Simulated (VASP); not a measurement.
# CrPdN2 (R-3m) in VASP: a series of runs

Runs on CrPdN2. Level: PBE. Tasks: relaxation of cell and atoms.

All numbers are computed with VASP 6.6.1; they aren't measurements. Logs are shortened: lines on timing, memory, paths and dates and some standing lists are left out, and cuts for length are marked.

## (1) The cell of the first run

The structure is trigonal, space group R-3m (No. 166). Conventional cell: a = 3.031 Å, b = 3.031 Å, c = 18.163 Å, α = 90.00°, β = 90.00°, γ = 120.00°. Within 2.7 Å of Cr (site symmetry -3m) lie 6 N at 2.00 Å. Pd (site symmetry -3m) has 2 N at 2.05 Å within 2.7 Å. N (site symmetry 3m) has 3 Cr at 2.00 Å and 1 Pd at 2.05 Å and 3 N at 2.62 Å within 2.7 Å.

The cell was generated, and may not be a known phase.

## (2) Relaxation of cell and atoms, PBE, collinear spin, ferromagnetic start

The input, INCAR:

```
SYSTEM = CrPdN2
PREC = Accurate
ENCUT = 600
EDIFF = 1E-6
ISMEAR = 0
SIGMA = 0.15
LREAL = .False.
LASPH = .True.
NELM = 150
ALGO = Normal
ISIF = 3
LWAVE = .False.
LCHARG = .False.
ISPIN = 2
MAGMOM = 3 0 0 0
LORBIT = 11
LMAXMIX = 4
GGA = PE
IBRION = 2
NSW = 36
EDIFFG = -0.08
```

The input, KPOINTS:

```
Automatic mesh
0
Gamma
  5 5 5
  0 0 0
```

The input, POSCAR:

```
CrPdN2
1.0
    1.5157179100      0.8751001500      6.0542521200
   -1.5157179100      0.8751001500      6.0542521200
    0.0000000000     -1.7502002900      6.0542521200
Cr Pd N
1 1 2
Direct
    0.0000000000      0.0000000000      0.0000000000
    0.5000000000      0.5000000000      0.5000000000
    0.3870006900      0.3870006900      0.3870006900
    0.6129993100      0.6129993100      0.6129993100
```

Potentials or basis: VASP PAW PBE potentials, release 64 (Cr_pv, Pd, N).

The run is started by

```
$ cat potpaw_PBE.64/Cr_pv/POTCAR potpaw_PBE.64/Pd/POTCAR potpaw_PBE.64/N/POTCAR > POTCAR
$ mpirun -np 1 vasp_std > vasp.out
```

OUTCAR:

```text
SYSTEM = CrPdN2
   PREC = Accurate
   ENCUT = 600
   EDIFF = 1E-6
   ISMEAR = 0
   LREAL = .False.
   LASPH = .True.
   NELM = 150
   ISIF = 3
   ISPIN = 2
   LORBIT = 11
   GGA = PE
   IBRION = 2
   NSW = 36
   EDIFFG = -0.08

 ion  position               nearest neighbor table
   1  0.000  0.000  0.000-   4 2.00   4 2.00   3 2.00   3 2.00   4 2.00   3 2.00
   2  0.500  0.500  0.500-   3 2.05   4 2.05
   3  0.387  0.387  0.387-   1 2.00   1 2.00   1 2.00   2 2.05
   4  0.613  0.613  0.613-   1 2.00   1 2.00   1 2.00   2 2.05

  LATTYP: Found a trigonal (rhomboedric) cell.
 ALAT       =     6.3021559635
 COS(alpha) =     0.8843119584

  Lattice vectors:

 A1 = (   1.5157179100,   0.8751001500,   6.0542521200)
 A2 = (  -1.5157179100,   0.8751001500,   6.0542521200)
 A3 = (   0.0000000000,  -1.7502002900,   6.0542521200)

Analysis of symmetry for initial positions (statically):
=====================================================================
 Subroutine PRICEL returns:
 Original cell was already a primitive cell.

 Routine SETGRP: Setting up the symmetry group for a
 trigonal (rhombohedral) supercell.

 Subroutine GETGRP returns: Found 12 space group operations
 (whereof 12 operations were pure point group operations)
 out of a pool of 12 trial point group operations.

The static configuration has the point symmetry D_3d.

Analysis of symmetry for dynamics (positions and initial velocities):
=====================================================================
 Subroutine PRICEL returns:
 Original cell was already a primitive cell.

 Routine SETGRP: Setting up the symmetry group for a
 trigonal (rhombohedral) supercell.

 Subroutine GETGRP returns: Found 12 space group operations
 (whereof 12 operations were pure point group operations)
 out of a pool of 12 trial point group operations.

The dynamic configuration has the point symmetry D_3d.

Analysis of structural, dynamic, and magnetic symmetry:
=====================================================================
 Subroutine PRICEL returns:
 Original cell was already a primitive cell.

 Routine SETGRP: Setting up the symmetry group for a
 trigonal (rhombohedral) supercell.

 Subroutine GETGRP returns: Found 12 space group operations
 (whereof 12 operations were pure point group operations)
 out of a pool of 12 trial point group operations.

The overall configuration has the point symmetry D_3d.

 Subroutine INISYM returns: Found 12 space group operations
 (whereof 12 operations are pure point group operations),
 and found     1 'primitive' translations

----------------------------------------------------------------------------------------

                                     Primitive cell

  volume of cell :      48.1823

  direct lattice vectors                    reciprocal lattice vectors
     1.515717910  0.875100150  6.054252120     0.329876685  0.190454392  0.055057722
    -1.515717910  0.875100150  6.054252120    -0.329876685  0.190454392  0.055057722
     0.000000000 -1.750200290  6.054252120     0.000000000 -0.380908785  0.055057723

  length of vectors
     6.302155963  6.302155963  6.302155963     0.384867322  0.384867322  0.384867321

  position of ions in fractional coordinates (direct lattice)
     0.000000000  0.000000000  0.000000000
     0.500000000  0.500000000  0.500000000
     0.387000690  0.387000690  0.387000690
     0.612999310  0.612999310  0.612999310

  ion indices of the primitive-cell ions
   primitive index   ion index
                 1           1
                 2           2
                 3           3
                 4           4

----------------------------------------------------------------------------------------

 KPOINTS: Automatic mesh

Automatic generation of k-mesh.
 Grid dimensions read from file:
 generate k-points for:    5    5    5

 Generating k-lattice:

  Cartesian coordinates                     Fractional coordinates (reciprocal lattice)
     0.065975337  0.038090878  0.011011544     0.200000000  0.000000000 -0.000000000
    -0.065975337  0.038090878  0.011011544     0.000000000  0.200000000 -0.000000000
     0.000000000 -0.076181757  0.011011545     0.000000000  0.000000000  0.200000000

  Length of vectors
     0.076973464  0.076973464  0.076973464

  Shift w.r.t. Gamma in fractional coordinates (k-lattice)
     0.000000000  0.000000000  0.000000000

 Subroutine IBZKPT returns following result:
 ===========================================

 Found     19 irreducible k-points:

 Following reciprocal coordinates:
            Coordinates               Weight
  0.000000  0.000000  0.000000      1.000000
  0.200000 -0.000000  0.000000      6.000000
  0.400000 -0.000000  0.000000      6.000000
  0.200000  0.200000  0.000000      6.000000
  0.400000  0.200000 -0.000000     12.000000
 -0.400000  0.200000  0.000000     12.000000
[... 11 lines left out ...]
  0.400000  0.400000  0.400000      2.000000
 -0.400000  0.400000  0.400000      6.000000
   k-points           NKPTS =     19   k-points in BZ     NKDIM =     19   number of bands    NBANDS=     22
   number of dos      NEDOS =    301   number of ions     NIONS =      4
   total plane-waves  NPLWV = 125000
   dimension x,y,z NGX =    50 NGY =   50 NGZ =   50
   dimension x,y,z NGXF=   100 NGYF=  100 NGZF=  100
   ions per type =               1   1   2
   NGX,Y,Z   is equivalent  to a cutoff of  13.19, 13.19, 13.19 a.u.
   NGXF,Y,Z  is equivalent  to a cutoff of  26.38, 26.38, 26.38 a.u.
 SYSTEM =  CrPdN2
   PREC   = accura    normal or accurate (medium, high low for compatibility)
   ISTART =      0    job   : 0-new  1-cont  2-samecut
   ICHARG =      2    charge: 1-file 2-atom 10-const
   ISPIN  =      2    spin polarized calculation?
   LNONCOLLINEAR =      F non collinear calculations
   LSORBIT =      F    spin-orbit coupling
   LASPH  =      T    aspherical Exc in radial PAW
   ENCUT  =  600.0 eV  44.10 Ry    6.64 a.u.  12.59 12.59 12.59*2*pi/ulx,y,z
   NELM   =    150;   NELMIN=  2; NELMDL= -5     # of ELM steps
   EDIFF  = 0.1E-05   stopping-criterion for ELM
   LREAL  =      F    real-space projection
   EDIFFG = -.8E-01   stopping-criterion for IOM
   NSW    =     36    number of steps for IOM
   IBRION =      2    ionic relax: 0-MD 1-quasi-New 2-CG
   NFREE  =      1    steps in history (QN), initial steepest desc. (CG)
   ISIF   =      3    stress and relaxation
   ISYM   =      2    0-nonsym 1-usesym 2-fastsym
   POTIM  = 0.5000    time-step for ionic-motion
   TEBEG  =    0.0;   TEEND  =   0.0 temperature during run
   PSTRESS=    0.0 pullay stress
   NELECT =      32.0000    total number of electrons
   NUPDOWN=      -1.0000    fix difference up-down
   EMIN   =  10.00;   EMAX   =-10.00  energy-range for DOS
   EFERMI =   0.00;   METHOD = LEGACY
   ISMEAR =     0;   SIGMA  =   0.15  broadening in eV -4-tet -1-fermi 0-gaus
   EFERMI_NEDOS =   21; number of points for ismear=-14 and -15
   IALGO  =     38    algorithm
   IMIX   =      4    mixing-type and parameters
     AMIX     =   0.40;   BMIX     =  1.00
     AMIX_MAG =   1.60;   BMIX_MAG =  1.00
  volume/ion in A,a.u.               =      12.05        81.29
  Fermi-wavevector in a.u.,A,eV,Ry     =   1.428331  2.699154 27.757646  2.040129
  Thomas-Fermi vector in A             =   2.548404
   LORBIT       =     11    0 simple, 1 ext, 2 COOP (PROOUT), +10 PAW based schemes
   GGA     = PE    functional components
   LHFCALC =     F    Hartree Fock is set to
   AEXX    =    0.0000 exact exchange contribution
   IVDW    =     0    specifies the selected vdW correction
   LEPSILON=     F    determine dielectric tensor
   LRPA    =     F    only Hartree local field effects (RPA)
 conjugate gradient relaxation of ions
 spin polarized calculation
 Gauss-broadening in eV      SIGMA  =   0.15
  energy-cutoff  :      600.00
  volume of cell :       48.18
 maximum number of plane-waves:      1620
 NGX is ok and might be reduce to    50
   NGX = 25   NGY = 25   NGZ = 25

--------------------------------------- Ionic step        1  -------------------------------------------

 number of electron      31.9999998 magnetization      -0.0008485

 number of electron      31.9999998 magnetization       0.0009715

 Free energy of the ion-electron system (eV)
  ---------------------------------------------------
  ext. energy  EPLUGINS =         0.00000000
  ---------------------------------------------------
  free energy    TOTEN  =       -30.54313769 eV

  energy without entropy =      -30.50415517  energy(sigma->0) =      -30.52364643

------------------------ aborting loop because EDIFF is reached ----------------------------------------

  FORCE on cell =-STRESS in cart. coord.  units (eV):
  Direction    XX          YY          ZZ          XY          YZ          ZX
  --------------------------------------------------------------------------------------
  -------------------------------------------------------------------------------------
  Total       -6.7394441     -6.7394441     -3.3303362      0.0000000     -0.0000000     -0.0000000
  in kB     -224.1025317   -224.1025334   -110.7415930      0.0000000     -0.0000001     -0.0000000
  external PRESSURE =    -186.3155527 kB  Pullay stress =       0.0000000 kB
[... 213 lines left out ...]
  energy  without entropy=      -31.2636200656  energy(sigma->0) =      -31.27585219

--------------------------------------- Ionic step        7  -------------------------------------------

 number of electron      32.0000005 magnetization       0.0030121

 Free energy of the ion-electron system (eV)
  ---------------------------------------------------
  ext. energy  EPLUGINS =         0.00000000
  ---------------------------------------------------
  free energy    TOTEN  =       -31.29454849 eV

  energy without entropy =      -31.27026224  energy(sigma->0) =      -31.28240537

 E-fermi :   8.4741     XC(G=0): -12.7694

 val. band max:        8.4595200494   @ k =   0.4000   0.2000   0.2000
 cond. band min:       8.4837804177   @ k =   0.0000   0.0000   0.0000
 fundamental gap:      0.0242603683
 Fermi energy:         8.4740669595

 spin component 1

 k-point     1 :       0.0000    0.0000    0.0000
  band No.  band energies     occupation
      1     -35.2992      1.00000
      2     -35.2992      1.00000
      3     -35.2352      1.00000
      4      -8.1048      1.00000
      5      -5.8753      1.00000
      6       0.6413      1.00000
[... 448 lines left out ...]
      5      -6.1957      1.00000
      6       2.4827      1.00000
[... 14 lines left out ...]
     21      12.5397      0.00000
     22      14.7168      0.00000
 Fermi energy:         8.4740669595

 spin component 2

 k-point     1 :       0.0000    0.0000    0.0000
  band No.  band energies     occupation
      1     -35.2954      1.00000
      2     -35.2954      1.00000
      3     -35.2305      1.00000
      4      -8.1049      1.00000
      5      -5.8756      1.00000
      6       0.6419      1.00000
[... 495 lines left out ...]
  FREE ENERGIE OF THE ION-ELECTRON SYSTEM (eV)
  ---------------------------------------------------
  free  energy   TOTEN  =       -31.2945484948 eV

  energy  without entropy=      -31.2702622444  energy(sigma->0) =      -31.28240537

 reached required accuracy - stopping structural energy minimisation

 total charge

# of ion       s       p       d       tot
------------------------------------------
    1        0.396   6.514   4.245  11.156
    2        0.496   0.556   8.492   9.544
    3        1.274   2.378   0.000   3.651
    4        1.274   2.378   0.000   3.651
--------------------------------------------------
tot          3.440  11.825  12.737  28.002

 magnetization (x)

# of ion       s       p       d       tot
------------------------------------------
    1        0.000   0.000   0.004   0.004
    2       -0.000   0.000  -0.000  -0.000
    3       -0.000  -0.000   0.000  -0.000
    4       -0.000  -0.000   0.000  -0.000
--------------------------------------------------
tot          0.000  -0.000   0.003   0.003
```

Wall time 11 min (1 thread of Intel Xeon 6975P-C (Granite Rapids), shared host); peak memory 0.52 GiB.

Results:

```yaml
Free_energy: -31.2945 eV
Relaxed_volume: 10.34 Å³/atom
Relaxed_cell: a = 6.413 Å, b = 6.413 Å, c = 6.413 Å, α = 24.97°, β = 24.97°, γ = 24.97°
Space_group_after_relaxing_to_0.1_Å: R-3m (No. 166)
Energy_gained_by_relaxing: 187.9 meV/atom
Ionic_steps: 7
Pressure_after_relaxing: -0.2 GPa
Largest_force_after_relaxing: 0.038 eV/Å
Band_gap_on_the_k_mesh: zero (filled and empty bands overlap)
Net_moment: 0.00 μB per cell
Valence_electrons_inside_the_program's_atomic_spheres: Cr 11.16; Pd 9.54; N 3.65
```

Forces on the atoms (eV/Å):
```
Cr   0.000  0.000  0.000
Pd   0.000  0.000  0.000
N    0.000  0.000 -0.038
N    0.000  0.000  0.038
```

Stress tensor (GPa, compression positive):
```
-0.25  0.00  0.00
 0.00 -0.25  0.00
 0.00  0.00 -0.04
```

Step by step:
```tsv
step	energy change (eV)	largest force (eV/Å)	pressure (GPa)	volume (Å³)
1	0.0000	0.8855	-18.63	48.18
2	-0.2779	1.7029	26.27	39.03
3	-0.4554	1.3917	4.68	42.18
4	-0.7382	0.1797	2.66	41.15
5	-0.7472	0.1376	2.47	40.93
6	-0.7449	0.0616	-3.29	41.88
7	-0.7514	0.0384	-0.18	41.35
```

Final structure:
```cif
data_structure
_symmetry_space_group_name_H-M 'P 1'
_symmetry_Int_Tables_number 1
_cell_length_a 6.4125
_cell_length_b 6.4125
_cell_length_c 6.4125
_cell_angle_alpha 24.975
_cell_angle_beta 24.975
_cell_angle_gamma 24.975
_cell_volume 41.35
loop_
_atom_site_label
_atom_site_type_symbol
_atom_site_fract_x
_atom_site_fract_y
_atom_site_fract_z
_atom_site_occupancy
Cr1 Cr 0.00000 0.00000 0.00000 1
Pd1 Pd 0.50000 0.50000 0.50000 1
N1 N 0.39335 0.39335 0.39335 1
N2 N 0.60665 0.60665 0.60665 1
```

Levels at points of the mesh, in eV from the Fermi level:
Spin up:
```csv
k point,band 12,band 13,band 14,band 15,band 16,band 17,band 18,band 19,band 20,band 21
"(0.00, 0.00, 0.00)",-2.29,-1.71,-1.71,-0.45,-0.35,-0.35,0.01,0.01,4.55,4.55
```
Spin down:
| k point | band 14 | band 15 | band 16 | band 17 | band 18 | band 19 |
| --- | --- | --- | --- | --- | --- | --- |
| (0.00, 0.00, 0.00) | -1.71 | -0.45 | -0.35 | -0.35 | 0.01 | 0.01 |

Caveat: the k points lie up to 0.53 Å⁻¹ apart in the final cell, too coarse for converged energies and pressures of a metal; the moments typed at the start vanished in this run; the relaxation stopped at a loose force limit of 0.08 eV/Å, so its end isn't a converged minimum. With open d or f shells a metallic result of PBE can be an artefact of self-interaction; +U or a hybrid may open a gap.

(Continued in part 2 of 2.)

The gap in the log of VASP goes by the Fermi energy; the results here count the filled bands.